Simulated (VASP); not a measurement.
Crystal: CuO.

```
Cu O
1.0
     2.34465   -1.71340    0.00000
     2.34465    1.71340    0.00000
    -0.86055    0.00000    5.05944
Cu O
2 2
Direct
  0.00320 0.49680 0.00000
  0.49680 0.00320 0.50000
  0.57140 0.40560 0.25370
  0.40560 0.57140 0.75370
```

Base run:

- Program: VASP 6.6.1
- Functional: PBEsol
- Potentials or basis: VASP PAW PBE potentials, release 64 (Cu, O)
- Cutoff: 520 eV
- k mesh: 10 × 10 × 5
- Occupations: fermi-dirac, width 0.05 eV
- Spin: no spin polarisation

Its results: band gap on the k mesh zero (bands 17 and 18 overlap by 0.60 eV); pressure -2.0 GPa; largest force 0.756 eV/Å.

Q: After a change of settings the same cell gave: band gap on the k mesh zero (bands 17 and 18 overlap by 0.66 eV); pressure -6.2 GPa; largest force 0.673 eV/Å. Which change was it?
A. functional from PBEsol to BLYP
B. hubbard terms from none to Cu d U = 5.3 eV
C. functional from PBEsol to PBE; k mesh from 10 × 10 × 5 to 4 × 4 × 3
D. functional from PBEsol to r2SCAN

A: B.

Caveats: the PAW data sets were made with another functional, which shifts forces and pressure a little; semilocal functionals often make such compounds metallic where correlation or magnetic order opens a gap, which also shifts bond lengths (at least some runs); the cell stands under tension (at least some runs); U without spin polarisation on a metal has little footing (at least some runs).
